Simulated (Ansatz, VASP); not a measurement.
**Ba: VASP beside Ansatz**

```
Ba
1.0
    -2.50650    2.50650    2.50650
     2.50650   -2.50650    2.50650
     2.50650    2.50650   -2.50650
Ba
1
Direct
  0.00000 0.00000 0.00000
```

Alike in both runs: functional revPBE; k mesh 4 × 4 × 4; occupations fermi-dirac, width 0.05 eV; no spin polarisation.

```csv
,VASP,Ansatz
version,VASP 6.6.1,Ansatz 0.2.0
potentials or method,"VASP PAW PBE potentials, release 64 (Ba_sv)",Ansatz PAW
plane-wave cutoff (eV),520,420
valence electrons in the cell,10,10
task,single point,band structure
```

```tsv
	VASP	Ansatz	Ansatz less VASP
gap on the k mesh at the Fermi level (eV)	none	none	-
pressure (GPa)	0.9	0.8	-0.05
```

VASP's potentials were made for PBE, not for revPBE. A gap of «none» marks a metal or a gap that the smearing closes. With one functional, cell and mesh, what is left measures potentials, basis and numerics.

The k mesh is coarse, so the values compare programs but aren't converged. Neither program's run includes spin-orbit coupling.
